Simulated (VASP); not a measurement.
Wanted: the native input for a VASP 6.6.1 run.

- Task: single point
- Functional: PBEsol
- Dispersion: D3(BJ)
- Potentials or basis: VASP PAW PBE potentials, release 64 (Se, Zn)
- Cutoff: 520 eV
- k mesh: 8 × 8 × 8
- Occupations: fermi-dirac, width 0.05 eV
- Spin: no spin polarisation
- Dipole correction: no
- Further INCAR settings: ALGO = Normal; EDIFF = 1e-07; NBANDS = 16

The structure of ZnSe (Stilleite) lies in POSCAR:

```
ZnSe
1.0
    0.0000000000      2.8338000000      2.8338000000
    2.8338000000      0.0000000000      2.8338000000
    2.8338000000      2.8338000000      0.0000000000
Se Zn
1 1
Direct
    0.7500000000      0.7500000000      0.7500000000
    0.0000000000      0.0000000000      0.0000000000
```

These files were run (other wordings do the same):

INCAR

```
PREC = Accurate
ENCUT = 520
EDIFF = 1E-7
ISMEAR = -1
SIGMA = 0.05
LREAL = F
LASPH = T
NELM = 60
ALGO = Normal
ISIF = 2
LWAVE = F
LCHARG = F
GGA = PS
IVDW = 12
NBANDS = 16
```

KPOINTS

```
Automatic mesh
0
Gamma
  8 8 8
```

Potentials or basis: VASP PAW PBE potentials, release 64 (Se, Zn).

Launch:

```sh
$ cat potpaw_PBE.64/Se/POTCAR potpaw_PBE.64/Zn/POTCAR > POTCAR
$ mpirun -np 1 vasp_std > vasp.out
```

Results of the run:

The pressure is -2.8 GPa and the band gap on the k mesh is 1.17 eV, direct. The dispersion energy per atom is -0.284 eV.

Caveat: three body term missing; the PAW data sets were made with another functional, which shifts forces and pressure a little.

Wall time 47 s on 1 thread of AMD EPYC 7R13, on a shared host, peak memory 0.16 GiB.
